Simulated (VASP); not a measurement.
Runs of VASP 6.6.1 on VOs. The structure is hexagonal, space group P-6m2 (No. 187). Conventional cell: a = 2.763 Å, b = 2.763 Å, c = 4.258 Å, α = 90.00°, β = 90.00°, γ = 120.00°. Within 3.5 Å of V (site symmetry -6m2) lie 6 Os at 2.66 Å and 6 V at 2.76 Å. Os (site symmetry -6m2) has 6 V at 2.66 Å and 6 Os at 2.76 Å within 3.5 Å. 

| smearing | gap on the mesh (eV) | pressure (GPa) | moment (μB) |
| --- | --- | --- | --- |
| fermi-dirac 0.3 eV | none | -13.3 | 0.00 |
| fermi-dirac 0.2 eV | none | (a) | 0.00 |
| fermi-dirac 0.1 eV | none | -15.9 | 0.00 |
| fermi-dirac 0.05 eV | none | -16.2 | 0.00 |

Alike in all rows: task single point; level LDA; potentials or basis VASP PAW LDA potentials, release 64 (V_sv, Os); spin collinear, ferromagnetic start; cell as given; k mesh 6 × 6 × 3; cutoff (eV) 600.

Task: Fill in the values left out.

Result: (a) -14.8.

Caveats: all runs use coarse meshes; spin-orbit coupling is left out, which moves the levels of the heavy elements; so wide a smearing shifts energies and pressures (at least some runs).

A k mesh can miss the band edges, and the runs leave out spin-orbit coupling on Os.

A gap of «none» marks levels without a gap at the run's occupations.
